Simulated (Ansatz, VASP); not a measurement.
Two plane-wave programs on TaN

INCAR

```
ALGO = Normal
EDIFF = 1E-8
ENCUT = 520
GGA = PE
ISIF = 2
ISMEAR = -1
LASPH = True
LCHARG = False
LEFG = True
LREAL = False
LWAVE = False
NBANDS = 33
NELM = 100
PREC = Accurate
SIGMA = 0.01
```

The input KPOINTS:

```
k-points
0
Gamma
  6 6 9
```

Contents of POSCAR:

```
TaN
1.0
    5.1960008669     -0.0779400130     -0.0779400130
   -2.6654984646      4.5388387553     -0.0285280247
   -0.0436650000     -0.0436650000      2.9110000000
Ta N
3 3
Direct
    0.3333333333      0.6666666667      0.5000000000
    0.6666666667      0.3333333333      0.5000000000
    0.0000000000      0.0000000000      0.0000000000
    0.3928500000      0.0000000000      0.0000000000
    0.6071500000      0.6071500000      0.0000000000
    0.0000000000      0.3928500000      0.0000000000
```

Input for Ansatz:

```yaml
crystal:
  lattice:
    - [5.1960008669, -0.077940013, -0.077940013]
    - [-2.6654984646, 4.5388387553, -0.0285280247]
    - [-0.043665, -0.043665, 2.911]
  atoms:
    - { symbol: Ta, position: [0.3333333333, 0.6666666667, 0.5] }
    - { symbol: Ta, position: [0.6666666667, 0.3333333333, 0.5] }
    - { symbol: Ta, position: [0.0, 0.0, 0.0] }
    - { symbol: "N", position: [0.39285, 0.0, 0.0] }
    - { symbol: "N", position: [0.60715, 0.60715, 0.0] }
    - { symbol: "N", position: [0.0, 0.39285, 0.0] }
kpoints:
  mp_grid: { grid: [6, 6, 9] }
scf:
  occupations: { method: fermi_dirac, width: 0.01 }
hamiltonian:
  xc: pbe
  pseudopotentials: { kind: paw }
output:
  forces: true
  stress: true
  eigenvalues: true
  efg: { contact_densities: true }
```

Change from the starting cell: equal xy, yz and zx shear strains of -3 %, PAW files.

Alike in both runs: task electric field gradients; functional PBE; k mesh 6 × 6 × 9; occupations fermi-dirac, width 0.01 eV; no spin polarisation.

|  | VASP | Ansatz |
| --- | --- | --- |
| version | VASP 6.6.1 | Ansatz 0.2.0 |
| potentials or method | VASP PAW PBE potentials, release 64 (Ta_pv, N) | PAW with Ansatz's default frozen-core files, scalar-relativistic |
| plane-wave cutoff (eV) | 520 | 420 |
| valence electrons in the cell | 48 | 54 |

```tsv
	VASP	Ansatz	Ansatz less VASP
pressure (GPa)	6.6	5.8	-0.76
traceless stress, the component that is largest in VASP (GPa)	6.35	6.31	-0.039
rms of the force components (eV/Å)	0.188	0.182	-0.0057
size of Vzz on the site where it differs most (V/Å²)	180.5	142.2	-38.27
```

Atom by atom the forces differ by 0.006 eV/Å (rms over components). With one functional, cell and mesh, what is left measures potentials, basis and numerics. VASP's potentials hold 48 valence electrons a cell and Ansatz's 54, so a difference there can come from the potentials and not from the codes.

Neither program's run includes spin-orbit coupling.
